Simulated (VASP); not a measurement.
Here is a VASP 6.6.1 calculation.

POSCAR

```
Li2S
1.0
    0.0000000000      2.8452944180      2.8452944180
    2.8452944180      0.0000000000      2.8452944180
    2.8452944180      2.8452944180      0.0000000000
Li S
2 1
Direct
    0.2500000000      0.2500000000      0.2500000000
    0.7500000000      0.7500000000      0.7500000000
    0.0000000000      0.0000000000      0.0000000000
```

Contents of INCAR.step1:

```
SYSTEM = Li2S
ALGO = Normal
EDIFF = 1E-5
ENCUT = 830
GGA = PE
GGA_COMPAT = .FALSE.
ISMEAR = 0
LASPH = .TRUE.
LCHARG = .FALSE.
LREAL = .FALSE.
LWAVE = .TRUE.
NBANDS = 13
NELM = 120
PREC = Accurate
SIGMA = 0.01
```

Contents of INCAR.step2:

```
SYSTEM = Li2S
ALGO = Normal
EDIFF = 1E-6
ENCUT = 830
GGA_COMPAT = .FALSE.
ISIF = 2
ISMEAR = 0
ISTART = 1
LASPH = .TRUE.
LCHARG = .FALSE.
LMIXTAU = .TRUE.
LREAL = .FALSE.
LWAVE = .FALSE.
METAGGA = R2SCAN
NBANDS = 13
NELM = 120
PREC = Accurate
SIGMA = 0.01
```

KPOINTS

```
k-points
0
G
  6 6 6
  0 0 0
```

Potentials or basis: VASP PAW PBE potentials, release 64 (Li_sv, S).

Run with:

```console
$ cat potpaw_PBE.64/Li_sv/POTCAR potpaw_PBE.64/S/POTCAR > POTCAR
$ cp INCAR.step1 INCAR
$ mpirun -np 1 vasp_std > vasp.out
$ cp INCAR.step2 INCAR
$ mpirun -np 1 vasp_std > vasp.out
```

Problem. What does it give for the band gap on the k mesh?

Solution. 3.86 eV (least direct gap 5.05 eV).

Problem. Estimate the pressure.

Solution. -0.2 GPa.

Caveat: the PAW data sets were made with another functional, which shifts forces and pressure a little. r2SCAN opens gaps a little over a GGA but as a rule still falls short of measured ones.
